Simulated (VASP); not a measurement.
# Na3Zn2N (P6/mmm) in VASP: further runs, part 2 of 2

VASP 6.6.1.

**3. Single point, PBE, collinear spin, ferromagnetic start**

This run uses another cell than the first one, of 18.29 Å³/atom.

File INCAR:

```
SYSTEM = Na3Zn2N
ALGO     = Normal         ! electronic algorithm
EDIFF    = 1E-7           ! SCF threshold, eV
ENCUT    = 520            ! plane-wave cutoff, eV
GGA      = PE             ! functional
ISIF     = 2              ! what is computed and relaxed
ISMEAR   = 0              ! smearing method
ISPIN    = 2              ! spin polarisation
LASPH    = .True.         ! aspherical terms in the spheres
LCHARG   = .False.        ! write CHGCAR
LORBIT   = 11             ! projections on sites
LREAL    = .False.        ! projectors in reciprocal space
LWAVE    = .False.        ! write WAVECAR
MAGMOM   = 0 0 0 0 0 1    ! initial moments
NBANDS   = 38             ! bands
NELM     = 150            ! most SCF steps
PREC     = Accurate       ! precision mode
SIGMA    = 0.1            ! smearing width, eV
```

File KPOINTS:

```
k-points
0
Gamma
  6 6 4
  0 0 0
```

File POSCAR:

```
Na3Zn2N
1.0
    5.2729797300      0.0000000000      0.0000000000
   -2.6364898600      4.5665344000      0.0000000000
    0.0000000000      0.0000000000      4.5562227800
Na Zn N
3 2 1
Direct
    0.0000000000      0.0000000000      0.5000000000
    0.3333333300      0.6666666700      0.5000000000
    0.6666666700      0.3333333300      0.5000000000
    0.3333333300      0.6666666700      0.0000000000
    0.6666666700      0.3333333300      0.0000000000
    0.0000000000      0.0000000000      0.0000000000
```

Potentials or basis: VASP PAW PBE potentials, release 64 (Na_pv, Zn, N).

The run is started by

```
$ cat potpaw_PBE.64/Na_pv/POTCAR potpaw_PBE.64/Zn/POTCAR potpaw_PBE.64/N/POTCAR > POTCAR
$ mpirun -np 1 vasp_std > vasp.out
```

OUTCAR:

```text
SYSTEM = Na3Zn2N
   EDIFF = 1E-7
   ENCUT = 520
   GGA = PE
   ISIF = 2
   ISMEAR = 0
   ISPIN = 2
   LASPH = .True.
   LORBIT = 11
   LREAL = .False.
   NELM = 150
   PREC = Accurate

 ion  position               nearest neighbor table
   1  0.000  0.000  0.500-   6 2.28   6 2.28
   2  0.333  0.667  0.500-   4 2.28   4 2.28
   3  0.667  0.333  0.500-   5 2.28   5 2.28
   4  0.333  0.667  0.000-   2 2.28   2 2.28   5 3.04   5 3.04   5 3.04
   5  0.667  0.333  0.000-   3 2.28   3 2.28   4 3.04   4 3.04   4 3.04
   6  0.000  0.000  0.000-   1 2.28   1 2.28

  LATTYP: Found a hexagonal cell.
 ALAT       =     5.2729797300
 C/A-ratio  =     0.8640698454

  Lattice vectors:

 A1 = (   5.2729797300,   0.0000000000,   0.0000000000)
 A2 = (  -2.6364898600,   4.5665344000,   0.0000000000)
 A3 = (   0.0000000000,   0.0000000000,   4.5562227800)

Analysis of symmetry for initial positions (statically):
=====================================================================
 Subroutine PRICEL returns:
 Original cell was already a primitive cell.

 Routine SETGRP: Setting up the symmetry group for a
 hexagonal supercell.

 Subroutine GETGRP returns: Found 24 space group operations
 (whereof 24 operations were pure point group operations)
 out of a pool of 24 trial point group operations.

The static configuration has the point symmetry D_6h.

Analysis of symmetry for dynamics (positions and initial velocities):
=====================================================================
 Subroutine PRICEL returns:
 Original cell was already a primitive cell.

 Routine SETGRP: Setting up the symmetry group for a
 hexagonal supercell.

 Subroutine GETGRP returns: Found 24 space group operations
 (whereof 24 operations were pure point group operations)
 out of a pool of 24 trial point group operations.

The dynamic configuration has the point symmetry D_6h.

[... 170 lines left out ...]
 Fermi energy:         1.9782780507

 spin component 1

 k-point     1 :       0.0000    0.0000    0.0000
  band No.  band energies     occupation
      1     -23.5782      1.00000
      2     -23.5522      1.00000
      3     -23.4854      1.00000
      4     -23.4854      1.00000
      5     -23.3993      1.00000
      6     -23.3993      1.00000
[... 829 lines left out ...]
     36      11.5104      0.00000
     37      11.6870      0.00000
 Fermi energy:         1.9782780507

 spin component 2

 k-point     1 :       0.0000    0.0000    0.0000
  band No.  band energies     occupation
      1     -23.5837      1.00000
      2     -23.5574      1.00000
      3     -23.4940      1.00000
      4     -23.4940      1.00000
      5     -23.4074      1.00000
      6     -23.4074      1.00000
[... 829 lines left out ...]
     36      11.4566      0.00000
     37      11.5683      0.00000
 [bands above 37 left out]

------------------------ aborting loop because EDIFF is reached ----------------------------------------

  FORCE on cell =-STRESS in cart. coord.  units (eV):
  Direction    XX          YY          ZZ          XY          YZ          ZX
  --------------------------------------------------------------------------------------
  -------------------------------------------------------------------------------------
  Total       -0.2968643     -0.2968643     18.8913708     -0.0000000     -0.0000000      0.0000000
  in kB       -4.3353163     -4.3353163    275.8838444     -0.0000000     -0.0000000      0.0000000
  external PRESSURE =      89.0710706 kB  Pullay stress =       0.0000000 kB

 VOLUME and BASIS-vectors are now :
 -----------------------------------------------------------------------------
  energy-cutoff  :      520.00
  volume of cell :      109.71
      direct lattice vectors                 reciprocal lattice vectors
     5.272979730  0.000000000  0.000000000     0.189646092  0.109492222  0.000000000
    -2.636489860  4.566534400  0.000000000     0.000000000  0.218984445  0.000000000
     0.000000000  0.000000000  4.556222780     0.000000000  0.000000000  0.219480049

 POSITION                                       TOTAL-FORCE (eV/Angst)
 -----------------------------------------------------------------------------------
      0.00000      0.00000      2.27811         0.000000      0.000000     -0.000000
     -0.00000      3.04436      2.27811         0.000000     -0.000000     -0.000000
      2.63649      1.52218      2.27811        -0.000000      0.000000     -0.000000
     -0.00000      3.04436      0.00000        -0.000000      0.000000      0.000000
      2.63649      1.52218      0.00000         0.000000      0.000000     -0.000000
      0.00000      0.00000      0.00000        -0.000000      0.000000     -0.000000
 -----------------------------------------------------------------------------------
    total drift:                                0.000000     -0.000000      0.000000

  FREE ENERGIE OF THE ION-ELECTRON SYSTEM (eV)
  ---------------------------------------------------
  free  energy   TOTEN  =        -7.6917766077 eV

  energy  without entropy=       -7.6796063627  energy(sigma->0) =       -7.68569149

 total charge

# of ion       s       p       d       tot
------------------------------------------
    1        0.103   6.006   0.000   6.109
    2        0.176   6.010   0.000   6.187
    3        0.176   6.010   0.000   6.187
    4        0.755   0.222   9.731  10.709
    5        0.755   0.222   9.731  10.709
    6        1.330   2.063   0.000   3.393
--------------------------------------------------
tot          3.296  20.535  19.462  43.293

 magnetization (x)

# of ion       s       p       d       tot
------------------------------------------
    1       -0.005  -0.004   0.000  -0.009
    2       -0.001  -0.006   0.000  -0.007
    3       -0.001  -0.006   0.000  -0.007
    4        0.024  -0.027   0.004   0.001
    5        0.024  -0.027   0.004   0.001
    6        0.011   0.488   0.000   0.499
--------------------------------------------------
tot          0.054   0.418   0.008   0.479
```

OSZICAR:

```text
N       E                     dE             d eps       ncg     rms          rms(c)
DAV:   1     0.444703861813E+03    0.44470E+03   -0.24280E+04  3192   0.169E+03
DAV:   2     0.389173990812E+02   -0.40579E+03   -0.38799E+03  3200   0.442E+02
DAV:   3    -0.935924852622E+01   -0.48277E+02   -0.45957E+02  3682   0.144E+02
[... 20 lines left out ...]
DAV:  24    -0.769177593165E+01   -0.89912E-05   -0.28659E-05  3264   0.156E-02    0.584E-03
DAV:  25    -0.769177558526E+01    0.34639E-06   -0.27134E-06  3210   0.634E-03    0.645E-03
DAV:  26    -0.769177635061E+01   -0.76535E-06   -0.38452E-06  3036   0.441E-03    0.329E-03
DAV:  27    -0.769177589867E+01    0.45193E-06   -0.51549E-06  3024   0.517E-03    0.458E-03
DAV:  28    -0.769177654389E+01   -0.64522E-06   -0.25845E-06  3136   0.440E-03    0.123E-03
DAV:  29    -0.769177660768E+01   -0.63792E-07   -0.71037E-07  2972   0.214E-03
   1 F= -.76917766E+01 E0= -.76856915E+01  d E =-.121702E-01  mag=     0.5077
```

stdout:

```text
POSCAR found type information on POSCAR NaZnN
 POSCAR found :  3 types and       6 ions
 scaLAPACK will be used
 LDA part: xc-table for (Slater+PW92), standard interpolation
 POSCAR, INCAR and KPOINTS ok, starting setup
 FFT: planning ... GRIDC
 FFT: planning ... GRID_SOFT
 FFT: planning ... GRID
 WAVECAR not read
 entering main loop
```

It took 2.8 min on 1 thread of Intel Xeon 6975P-C (Granite Rapids), shared host; peak memory 0.35 GiB.

Results:

| Item | Value |
| --- | --- |
| Free energy | -7.6918 eV |
| Pressure | 8.9 GPa |
| Net moment | 0.51 μB per cell |
| Site moments | Na -0.01; Zn +0.00; N +0.50 μB |
| Valence electrons inside the program's atomic spheres | Na 6.11, 6.19 (each value once); Zn 10.71; N 3.39 |

Caveat: the stress differs along the axes, from -0 to 28 GPa; a moment this small can come from the mesh or the smearing.

**4. Single point, PBE, collinear spin, ferromagnetic start**

File INCAR:

```
ALGO = Normal
EDIFF = 1E-6
ENCUT = 520
GGA = PE
ISIF = 2
ISMEAR = 0
ISPIN = 2
LASPH = True
LCHARG = False
LORBIT = 11
LREAL = False
LWAVE = False
MAGMOM = 0 0 0 0 0 1
NBANDS = 38
NELM = 150
PREC = Accurate
SIGMA = 0.1
```

File KPOINTS:

```
k-points
0
Gamma
  6 6 4
```

File POSCAR:

```
Na3Zn2N
1.0
    5.0535989333     -0.0000000028      0.0000000000
   -2.5267994642      4.3765450581      0.0000000000
    0.0000000000      0.0000000000      5.3549088427
Na Zn N
3 2 1
Direct
    0.0000000000      0.0000000000      0.5000000000
    0.3333333333      0.6666666667      0.5000000000
    0.6666666667      0.3333333333      0.5000000000
    0.3333333333      0.6666666667      0.0000000000
    0.6666666667      0.3333333333      0.0000000000
    0.0000000000      0.0000000000      0.0000000000
```

The run is started by

```
$ cat potpaw_PBE.64/Na_pv/POTCAR potpaw_PBE.64/Zn/POTCAR potpaw_PBE.64/N/POTCAR > POTCAR
$ mpirun -np 1 vasp_std > vasp.out
```

Run time: 2.7 min. Hardware: 1 thread of Intel Xeon 6975P-C (Granite Rapids), shared host; peak memory 0.35 GiB.

The run converged. Its results:

- Free energy: -9.0581 eV
- Pressure: 0.1 GPa
- Net moment: 0.05 μB per cell
- Site moments: Na -0.00, +0.00 (each value once); Zn +0.00; N +0.03 μB
- Valence electrons inside the program's atomic spheres: Na 6.08, 6.14 (each value once); Zn 10.60; N 3.34

Stress tensor (GPa, compression positive):
```
0.02 0.00 0.00
0.00 0.02 0.00
0.00 0.00 0.36
```

Levels at points of the mesh, in eV from the Fermi level:
Spin up:
| k point | band 22 | band 23 | band 24 | band 25 | band 26 | band 27 | band 28 | band 29 |
| --- | --- | --- | --- | --- | --- | --- | --- | --- |
| (0.00, 0.00, 0.00) | -1.90 | -1.26 | -1.26 | 0.03 | 0.80 | 1.24 | 1.38 | 1.38 |
| (0.50, 0.00, 0.00) | -2.88 | -2.05 | -1.23 | 0.28 | 0.94 | 1.14 | 2.18 | 2.24 |
| (0.00, 0.00, 0.50) | -3.72 | -1.21 | -1.21 | -0.11 | 1.15 | 1.92 | 1.92 | 3.90 |
| (0.50, 0.00, 0.50) | -2.31 | -2.06 | -1.94 | -1.55 | 0.50 | 0.72 | 2.49 | 3.16 |
Spin down:
```csv
k point,band 23,band 24,band 25,band 26,band 27,band 28
"(0.00, 0.00, 0.00)",-1.22,-1.22,0.04,0.80,1.28,1.38
"(0.50, 0.00, 0.00)",-2.02,-1.17,0.32,0.94,1.14,2.19
"(0.00, 0.00, 0.50)",-1.17,-1.17,-0.04,1.15,1.92,1.92
"(0.50, 0.00, 0.50)",-2.02,-1.91,-1.55,0.54,0.76,2.49
```

**5. Summary**

```tsv
spin	cell	k mesh	gap on the mesh (eV)	pressure (GPa)	moment (μB)
off	a = 5.051, b = 5.051, c = 5.368 Å, angles 90.0, 90.0, 120.0°, 6 atoms	12 × 12 × 8	none	0.0	-
collinear, ferromagnetic start	a = 5.273, b = 5.273, c = 4.556 Å, angles 90.0, 90.0, 120.0°, 6 atoms	6 × 6 × 4	none	8.9	0.51
collinear, ferromagnetic start	a = 5.054, b = 5.054, c = 5.355 Å, angles 90.0, 90.0, 120.0°, 6 atoms	6 × 6 × 4	none	0.1	0.05
```

Alike in all rows: task single point; level PBE; potentials or basis VASP PAW PBE potentials, release 64 (Na_pv, Zn, N); cutoff (eV) 520; smearing gaussian 0.1 eV.

Caveats: the stress differs along the axes, from -0 to 28 GPa (at least some runs); a moment this small can come from the mesh or the smearing (at least some runs).

Absolute energies hang on the potentials; compare differences alone.
